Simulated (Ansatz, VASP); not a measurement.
## Rh: VASP beside Ansatz

```
Rh
1.0
     0.00000    1.87303    1.90155
     1.87303    0.00000    1.90155
     1.87303    1.87303    0.00000
Rh
1
Direct
  0.00000 0.00000 0.00000
```

Change from the starting cell: strain -0.015 along x and y, +0.000 along z, atoms carried along.

Alike in both runs: task single point; functional r2SCAN; k mesh 8 × 8 × 8; occupations gaussian, width 0.15 eV; no spin polarisation.

|  | VASP | Ansatz |
| --- | --- | --- |
| version | VASP 6.6.1 | Ansatz 0.2.0 |
| potentials or method | VASP PAW PBE potentials, release 64 (Rh_sv_GW), cutoff 680 eV | scalar-relativistic, plane waves, PAW |
| valence electrons in the cell | 17 | 17 |

```csv
,VASP,Ansatz,Ansatz less VASP
gap on the k mesh at the Fermi level (eV),none,none,-
pressure (GPa),9.4,9.3,-0.07
"traceless stress, the component that is largest in VASP (GPa)",-2.63,-2.62,+0.006
```

VASP's potentials were made for PBE, not for r2SCAN. A gap of «none» marks a metal or a gap that the smearing closes. The functional is the same, so the differences come from potentials, cutoffs and numerics.

The k mesh is coarse, so the values compare programs but aren't converged.
